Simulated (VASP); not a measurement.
Set up this calculation in VASP 6.6.1, as the native input.

- Task: single point
- Functional: r2SCAN
- Potentials or basis: VASP PAW PBE potentials, release 64 (Cd, S)
- Cutoff: 520 eV
- k mesh: 8 × 8 × 8
- Occupations: gaussian, width 0.05 eV
- Spin: no spin polarisation
- Dipole correction: no
- Further INCAR settings: ALGO = Normal; EDIFF = 1e-06; NBANDS = 16

Crystal: CdS.

```xyz
2
Lattice="0.0000 2.9100 2.9100 2.9100 0.0000 2.9100 2.9100 2.9100 0.0000" Properties=species:S:1:pos:R:3 pbc="T T T"
Cd    0.0000    0.0000    0.0000
S     4.3650    4.2855    4.2855
```

This cell differs from its parent crystal: all S atoms moved +0.113 Å, as atom 2 towards its neighbour atom 2 (S) at 4.115 Å.

These files were run (other wordings do the same):

POSCAR

```
CdS
1.0
    0.0000000000      2.9100000000      2.9100000000
    2.9100000000      0.0000000000      2.9100000000
    2.9100000000      2.9100000000      0.0000000000
Cd S
1 1
Direct
    0.0000000000      0.0000000000      0.0000000000
    0.7226633976      0.7500000000      0.7500000000
```

INCAR.step1

```
SYSTEM = CdS
ALGO = Normal
EDIFF = 1E-4
ENCUT = 520
GGA = PE
ISMEAR = 0
LASPH = .TRUE.
LCHARG = .FALSE.
LREAL = .FALSE.
LWAVE = .TRUE.
NBANDS = 16
NELM = 80
PREC = Accurate
SIGMA = 0.05
```

INCAR.step2

```
SYSTEM = CdS
ALGO = Normal
EDIFF = 1E-6
ENCUT = 520
ISIF = 2
ISMEAR = 0
ISTART = 1
LASPH = .TRUE.
LCHARG = .FALSE.
LMIXTAU = .TRUE.
LREAL = .FALSE.
LWAVE = .FALSE.
METAGGA = R2SCAN
NBANDS = 16
NELM = 80
PREC = Accurate
SIGMA = 0.05
```

KPOINTS

```
k-points
0
G
  8 8 8
  0 0 0
```

Potentials or basis: VASP PAW PBE potentials, release 64 (Cd, S).

Command:

```console
$ cat potpaw_PBE.64/Cd/POTCAR potpaw_PBE.64/S/POTCAR > POTCAR
$ cp INCAR.step1 INCAR
$ mpirun -np 1 vasp_std > vasp.out
$ cp INCAR.step2 INCAR
$ mpirun -np 1 vasp_std > vasp.out
```

It gave:

```
Pressure               : 2.6 GPa
Largest force          : 0.638 eV/Å
Band gap on the k mesh : 1.61 eV, direct
```

Caveat: the cell differs from its parent crystal (all S atoms moved +0.113 Å, as atom 2 towards its neighbour atom 2 (S) at 4.115 Å); the PAW data sets were made with another functional, which shifts forces and pressure a little.

Wall time 5.4 min on 1 thread of Intel(R) Xeon(R) Platinum 8259CL CPU @ 2.50GHz (Skylake/Cascade Lake), on a shared host, peak memory 0.26 GiB.
